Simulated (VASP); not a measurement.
InSb, 2 atoms in the cell. The structure is cubic, space group F-43m (No. 216). The conventional cell has a = 6.047 Å, b = 6.047 Å, c = 6.047 Å, α = 90.00°, β = 90.00°, γ = 90.00°. Within 3.5 Å of In (site symmetry -43m) lie 4 Sb at 2.62 Å. Sb (site symmetry -43m) has 4 In at 2.62 Å within 3.5 Å. 

```yaml
Program: VASP 6.6.1
Task: single point
Functional: PBE
Potentials_or_basis: VASP PAW PBE potentials, release 64 (In_d, Sb)
Cutoff: 520 eV
k_mesh: 12 × 12 × 12
Occupations: fermi-dirac, width 0.15 eV
Spin: no spin polarisation
Dipole_correction: no
Further_INCAR_settings: ALGO = Normal; EDIFF = 1e-06; NBANDS = 16
```

Potentials or basis: VASP PAW PBE potentials, release 64 (In_d, Sb).

Launch:

```sh
$ cat potpaw_PBE.64/In_d/POTCAR potpaw_PBE.64/Sb/POTCAR > POTCAR
$ mpirun -np 1 vasp_std > vasp.out
```

Hardware: 1 thread of Intel Xeon 8259CL, with other jobs on the host.

Q: Estimate the wall time of this run.

A: Wall time 58 s on 1 thread of Intel Xeon 8259CL (shared host), peak memory 0.22 GiB. Counts: scf iterations 12, k points 72.
